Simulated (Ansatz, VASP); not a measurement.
# Cu in VASP and in Ansatz

```
CELL_PARAMETERS angstrom
0.00000 1.75921 1.75921
1.75921 0.00000 1.75921
1.75921 1.75921 0.00000
ATOMIC_POSITIONS crystal
Cu 0.00000 0.00000 0.00000
```

Alike in both runs: functional LDA; k mesh 18 × 18 × 18; occupations gaussian, width 0.1 eV; no spin polarisation.

Ansatz relaxed the structure, and its values are those at the end. VASP's run is a single point on that final structure, the one shown.

|  | VASP | Ansatz |
| --- | --- | --- |
| version | VASP 6.6.1 | Ansatz 0.2.0 |
| potentials or method | VASP PAW LDA potentials, release 64 (Cu), cutoff 600 eV | scalar-relativistic, plane waves, PAW |
| valence electrons in the cell | 11 | 19 |

|  | VASP | Ansatz | Ansatz less VASP |
| --- | --- | --- | --- |
| gap on the k mesh at the Fermi level (eV) | none | none | - |
| pressure (GPa) | 1.0 | 0.0 | -0.96 |

Ansatz warns that its potentials were made for another functional, while VASP's fit it. LDA's correlation is that of Perdew and Zunger in VASP and of Perdew and Wang (1992) in Ansatz. A gap of «none» marks a metal or a gap that the smearing closes. VASP's potentials hold 11 valence electrons a cell and Ansatz's 19, so a difference there can come from the potentials and not from the codes.
